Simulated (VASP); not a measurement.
# ZnO (P6_3mc) in VASP: density of states with PBE

Aim: the density of states of ZnO with PBE.

Program: VASP 6.6.1. These are calculated values, not measurements. Logs are shortened: lines on timing, memory, paths and dates and some standing lists are left out, and cuts for length are marked.

## Step 1: The cell of the first run

It takes space group P6_3mc (No. 186, hexagonal). Conventional cell: a = 3.272 Å, b = 3.272 Å, c = 10.630 Å, α = 90.00°, β = 90.00°, γ = 120.00°. Within 2.6 Å of Zn (site symmetry 3m) lie 4 O at 2.00 Å. Within 2.6 Å of Zn (site symmetry 3m) lie 4 O at 2.00 to 2.01 Å. O (site symmetry 3m) has 4 Zn at 2.00 Å within 2.6 Å. Within 2.6 Å of O (site symmetry 3m) lie 4 Zn at 2.00 to 2.01 Å.

## Step 2: Density of states, PBE

Input file POSCAR:

```
ZnO
1.0
    3.2718122525      0.0000000000      0.0000000000
   -1.6359061262      2.8334725271      0.0000000000
    0.0000000000      0.0000000000     10.6299963391
Zn O
4 4
Direct
    0.6666666667      0.3333333333      0.8441010606
    0.3333333333      0.6666666667      0.3441010606
    0.0000000000      0.0000000000      0.5943078470
    0.0000000000      0.0000000000      0.0943078470
    0.6666666667      0.3333333333      0.6559158559
    0.3333333333      0.6666666667      0.1559158559
    0.0000000000      0.0000000000      0.4056752366
    0.0000000000      0.0000000000      0.9056752366
```

Input file INCAR.step1:

```
SYSTEM = ZnO
  PREC = Accurate
  ENCUT = 520
  EDIFF = 1E-6
  ISMEAR = 0
  SIGMA = 0.02
  LREAL = .False.
  LASPH = .True.
  NELM = 100
  ALGO = Normal
  ISIF = 2
  LWAVE = .False.
  LCHARG = .True.
  GGA = PE
  NBANDS = 46
```

Input file KPOINTS.step1:

```
regular mesh
0
Gamma
  12 12 4
  0 0 0
```

Input file INCAR.step2:

```
SYSTEM = ZnO
  PREC = Accurate
  ENCUT = 520
  EDIFF = 1E-6
  ISMEAR = -5
  SIGMA = 0.02
  LREAL = .False.
  LASPH = .True.
  NELM = 100
  ALGO = Normal
  ISIF = 2
  LWAVE = .False.
  LCHARG = .False.
  GGA = PE
  LORBIT = 11
  NBANDS = 46
  NEDOS = 2001
  ICHARG = 11
```

Input file KPOINTS.step2:

```
regular mesh
0
Gamma
  18 18 6
  0 0 0
```

Potentials or basis: VASP PAW PBE potentials, release 64 (Zn, O).

On the command line:

```
> cat potpaw_PBE.64/Zn/POTCAR potpaw_PBE.64/O/POTCAR > POTCAR
> cp INCAR.step1 INCAR
> cp KPOINTS.step1 KPOINTS
> mpirun -np 1 vasp_std > vasp.out
> cp INCAR.step2 INCAR
> cp KPOINTS.step2 KPOINTS
> mpirun -np 1 vasp_std > vasp.out
```

OUTCAR:

```text
SYSTEM = ZnO
   PREC = Accurate
   ENCUT = 520
   EDIFF = 1E-6
   ISMEAR = -5
   LREAL = .False.
   LASPH = .True.
   NELM = 100
   ISIF = 2
   GGA = PE
   LORBIT = 11
   ICHARG = 11

 ion  position               nearest neighbor table
   1  0.667  0.333  0.844-   8 2.00   8 2.00   8 2.00   5 2.00
   2  0.333  0.667  0.344-   7 2.00   7 2.00   7 2.00   6 2.00
   3  0.000  0.000  0.594-   5 2.00   5 2.00   5 2.00   7 2.01
   4  0.000  0.000  0.094-   6 2.00   6 2.00   6 2.00   8 2.01
   5  0.667  0.333  0.656-   3 2.00   3 2.00   3 2.00   1 2.00
   6  0.333  0.667  0.156-   4 2.00   4 2.00   4 2.00   2 2.00
   7  0.000  0.000  0.406-   2 2.00   2 2.00   2 2.00   3 2.01
   8  0.000  0.000  0.906-   1 2.00   1 2.00   1 2.00   4 2.01

  LATTYP: Found a hexagonal cell.
 ALAT       =     3.2718122525
 C/A-ratio  =     3.2489628129

  Lattice vectors:

 A1 = (   3.2718122525,   0.0000000000,   0.0000000000)
 A2 = (  -1.6359061262,   2.8334725271,   0.0000000000)
 A3 = (   0.0000000000,   0.0000000000,  10.6299963391)

Analysis of symmetry for initial positions (statically):
=====================================================================
 Subroutine PRICEL returns:
 Original cell was already a primitive cell.

 Routine SETGRP: Setting up the symmetry group for a
 hexagonal supercell.

 Subroutine GETGRP returns: Found 12 space group operations
 (whereof  6 operations were pure point group operations)
 out of a pool of 24 trial point group operations.

The static configuration has the point symmetry C_3v.
 The point group associated with its full space group is C_6v.

Analysis of symmetry for dynamics (positions and initial velocities):
=====================================================================
 Subroutine PRICEL returns:
 Original cell was already a primitive cell.

 Routine SETGRP: Setting up the symmetry group for a
 hexagonal supercell.

 Subroutine GETGRP returns: Found 12 space group operations
 (whereof  6 operations were pure point group operations)
 out of a pool of 24 trial point group operations.

The dynamic configuration has the point symmetry C_3v.
 The point group associated with its full space group is C_6v.

 Subroutine INISYM returns: Found 12 space group operations
 (whereof  6 operations are pure point group operations),
 and found     1 'primitive' translations

----------------------------------------------------------------------------------------

                                     Primitive cell

  volume of cell :      98.5463

  direct lattice vectors                    reciprocal lattice vectors
     3.271812253  0.000000000  0.000000000     0.305641010  0.176461919  0.000000000
    -1.635906126  2.833472527  0.000000000     0.000000000  0.352923838  0.000000000
     0.000000000  0.000000000 10.629996339     0.000000000  0.000000000  0.094073410

  length of vectors
     3.271812253  3.271812252 10.629996339     0.352923838  0.352923838  0.094073410

  position of ions in fractional coordinates (direct lattice)
     0.666666667  0.333333333  0.844101061
     0.333333333  0.666666667  0.344101061
     0.000000000  0.000000000  0.594307847
     0.000000000  0.000000000  0.094307847
     0.666666667  0.333333333  0.655915856
     0.333333333  0.666666667  0.155915856
     0.000000000  0.000000000  0.405675237
     0.000000000  0.000000000  0.905675237

  ion indices of the primitive-cell ions
   primitive index   ion index
                 1           1
                 2           2
                 3           3
                 4           4
                 5           5
                 6           6
                 7           7
                 8           8

----------------------------------------------------------------------------------------

 KPOINTS: regular mesh

Automatic generation of k-mesh.
 Grid dimensions read from file:
 generate k-points for:   18   18    6

 Generating k-lattice:

  Cartesian coordinates                     Fractional coordinates (reciprocal lattice)
     0.016980056  0.009803440  0.000000000     0.055555556 -0.000000000  0.000000000
     0.000000000  0.019606880  0.000000000     0.000000000  0.055555556  0.000000000
     0.000000000  0.000000000  0.015678902     0.000000000  0.000000000  0.166666667

  Length of vectors
     0.019606880  0.019606880  0.015678902

  Shift w.r.t. Gamma in fractional coordinates (k-lattice)
     0.000000000  0.000000000  0.000000000

 TETIRR: Found   1977 inequivalent tetrahedra from    11664

 Subroutine IBZKPT returns following result:
 ===========================================

 Found    148 irreducible k-points:

 Following reciprocal coordinates:
            Coordinates               Weight
  0.000000  0.000000  0.000000      1.000000
  0.055556  0.000000  0.000000      6.000000
  0.111111  0.000000  0.000000      6.000000
  0.166667 -0.000000  0.000000      6.000000
  0.222222  0.000000  0.000000      6.000000
  0.277778 -0.000000  0.000000      6.000000
[... 16 lines left out ...]
  0.333333  0.111111  0.000000     12.000000
  0.388889  0.111111  0.000000     12.000000
 [... further k-points ...]
   k-points           NKPTS =    148   k-points in BZ     NKDIM =    148   number of bands    NBANDS=     46
   number of dos      NEDOS =   2001   number of ions     NIONS =      8
   total plane-waves  NPLWV =  46080
   dimension x,y,z NGX =    24 NGY =   24 NGZ =   80
   dimension x,y,z NGXF=    48 NGYF=   48 NGZF=  160
   ions per type =               4   4
   NGX,Y,Z   is equivalent  to a cutoff of  12.19, 12.19, 12.51 a.u.
   NGXF,Y,Z  is equivalent  to a cutoff of  24.39, 24.39, 25.02 a.u.
 SYSTEM =  ZnO
   PREC   = accura    normal or accurate (medium, high low for compatibility)
   ISTART =      0    job   : 0-new  1-cont  2-samecut
   ICHARG =     11    charge: 1-file 2-atom 10-const
   ISPIN  =      1    spin polarized calculation?
   LNONCOLLINEAR =      F non collinear calculations
   LSORBIT =      F    spin-orbit coupling
   LASPH  =      T    aspherical Exc in radial PAW
   ENCUT  =  520.0 eV  38.22 Ry    6.18 a.u.   6.08  6.08 19.76*2*pi/ulx,y,z
   NELM   =    100;   NELMIN=  2; NELMDL=  0     # of ELM steps
   EDIFF  = 0.1E-05   stopping-criterion for ELM
   LREAL  =      F    real-space projection
   EDIFFG = 0.1E-04   stopping-criterion for IOM
   NSW    =      0    number of steps for IOM
   IBRION =     -1    ionic relax: 0-MD 1-quasi-New 2-CG
   NFREE  =      0    steps in history (QN), initial steepest desc. (CG)
   ISIF   =      2    stress and relaxation
   ISYM   =      2    0-nonsym 1-usesym 2-fastsym
   POTIM  = 0.5000    time-step for ionic-motion
   TEBEG  =    0.0;   TEEND  =   0.0 temperature during run
   PSTRESS=    0.0 pullay stress
   NELECT =      72.0000    total number of electrons
   NUPDOWN=      -1.0000    fix difference up-down
   EMIN   =  10.00;   EMAX   =-10.00  energy-range for DOS
   EFERMI =   0.00;   METHOD = LEGACY
   ISMEAR =    -5;   SIGMA  =   0.02  broadening in eV -4-tet -1-fermi 0-gaus
   EFERMI_NEDOS =   21; number of points for ismear=-14 and -15
   IALGO  =     38    algorithm
   IMIX   =      4    mixing-type and parameters
     AMIX     =   0.40;   BMIX     =  1.00
     AMIX_MAG =   1.60;   BMIX_MAG =  1.00
  volume/ion in A,a.u.               =      12.32        83.13
  Fermi-wavevector in a.u.,A,eV,Ry     =   1.474480  2.786363 29.580300  2.174091
  Thomas-Fermi vector in A             =   2.589246
   LORBIT       =     11    0 simple, 1 ext, 2 COOP (PROOUT), +10 PAW based schemes
   GGA     = PE    functional components
   LHFCALC =     F    Hartree Fock is set to
   AEXX    =    0.0000 exact exchange contribution
   IVDW    =     0    specifies the selected vdW correction
   LEPSILON=     F    determine dielectric tensor
   LRPA    =     F    only Hartree local field effects (RPA)
 non-spin polarized calculation
 Fermi weights with tetrahedron method with Bloechl corrections
  energy-cutoff  :      520.00
  volume of cell :       98.55
 maximum number of plane-waves:      2694

 number of electron      72.0000096 magnetization

 Free energy of the ion-electron system (eV)
  ---------------------------------------------------
  ext. energy  EPLUGINS =         0.00000000
  ---------------------------------------------------
  free energy    TOTEN  =       -35.69346663 eV

  energy without entropy =      -35.69346663  energy(sigma->0) =      -35.69346663

 E-fermi :   0.9051     XC(G=0): -10.7335

 val. band max:        0.8976008266   @ k =   0.0000   0.0000   0.0000
 cond. band min:       1.5712256287   @ k =   0.0000   0.0000   0.0000
 fundamental gap:      0.6736248021
 Fermi energy:         0.9051141746

 k-point     1 :       0.0000    0.0000    0.0000
  band No.  band energies     occupation
      1     -16.9194      2.00000
      2     -16.6129      2.00000
      3     -16.5882      2.00000
      4     -16.2626      2.00000
      5      -4.8467      2.00000
      6      -4.8103      2.00000
[... 38 lines left out ...]
     45      13.7279      0.00000
     46      13.8531      0.00000

 k-point     2 :       0.0556    0.0000    0.0000
  band No.  band energies     occupation
      1     -16.9032      2.00000
      2     -16.6005      2.00000
      3     -16.5759      2.00000
      4     -16.2551      2.00000
      5      -4.8541      2.00000
      6      -4.8199      2.00000
[... 1070 lines left out ...]
 k-point    24 :       0.3889    0.1111    0.0000
  band No.  band energies     occupation
      1     -16.2830      2.00000
      2     -16.1874      2.00000
      3     -16.1661      2.00000
      4     -16.0756      2.00000
      5      -4.9856      2.00000
      6      -4.8854      2.00000
[... 38 lines left out ...]
     45      11.0827      0.00000
     46      11.5393      0.00000

 [... further k-points ...]
[... 5 lines left out ...]
  --------------------------------------------------------------------------------------
  -------------------------------------------------------------------------------------
  Total        0.5806982      0.5806982      0.5838329      0.0000000      0.0000000      0.0000000
  in kB        9.4410555      9.4410555      9.4920198      0.0000000      0.0000000      0.0000000
  external PRESSURE =       9.4580436 kB  Pullay stress =       0.0000000 kB

 VOLUME and BASIS-vectors are now :
 -----------------------------------------------------------------------------
  energy-cutoff  :      520.00
  volume of cell :       98.55
      direct lattice vectors                 reciprocal lattice vectors
     3.271812253  0.000000000  0.000000000     0.305641010  0.176461919  0.000000000
    -1.635906126  2.833472527  0.000000000     0.000000000  0.352923838  0.000000000
     0.000000000  0.000000000 10.629996339     0.000000000  0.000000000  0.094073410

 POSITION                                       TOTAL-FORCE (eV/Angst)
 -----------------------------------------------------------------------------------
      1.63591      0.94449      8.97279        -0.000000     -0.000000      0.001467
     -0.00000      1.88898      3.65779         0.000000     -0.000000      0.001467
      0.00000      0.00000      6.31749        -0.000000      0.000000     -0.001665
      0.00000      0.00000      1.00249         0.000000     -0.000000     -0.001665
      1.63591      0.94449      6.97238         0.000000     -0.000000     -0.001089
     -0.00000      1.88898      1.65738        -0.000000     -0.000000     -0.001089
      0.00000      0.00000      4.31233         0.000000     -0.000000      0.001286
      0.00000      0.00000      9.62732        -0.000000      0.000000      0.001286
 -----------------------------------------------------------------------------------
    total drift:                                0.000001      0.000002     -0.000496

  FREE ENERGIE OF THE ION-ELECTRON SYSTEM (eV)
  ---------------------------------------------------
  free  energy   TOTEN  =       -35.6934666344 eV

  energy  without entropy=      -35.6934666344  energy(sigma->0) =      -35.69346663

 total charge

# of ion       s       p       d       tot
------------------------------------------
    1        0.450   0.461   9.891  10.802
    2        0.450   0.461   9.891  10.802
    3        0.449   0.458   9.891  10.799
    4        0.449   0.458   9.891  10.799
    5        1.550   3.440   0.000   4.990
    6        1.550   3.440   0.000   4.990
    7        1.550   3.438   0.000   4.988
    8        1.550   3.438   0.000   4.988
--------------------------------------------------
tot          7.999  15.594  39.565  63.157
```

It took 15 min on 1 thread of AMD EPYC 7R13, shared host; peak memory 0.52 GiB.

Results:

```yaml
Valence_electrons_inside_the_program's_atomic_spheres: Zn 10.80; O 4.99
```

Levels at points of the mesh, in eV from the valence-band top:
```tsv
k point	band 34	band 35	band 36	band 37	band 38	band 39
(0.00, 0.00, 0.00)	-0.04	0.00	0.00	0.67	3.21	3.36
(0.50, 0.00, 0.00)	-1.34	-0.91	-0.78	5.31	5.33	6.15
(0.00, 0.00, 0.50)	-0.11	-0.11	-0.11	1.79	1.79	4.61
(0.50, 0.00, 0.50)	-1.17	-0.96	-0.96	5.59	5.59	5.96
```
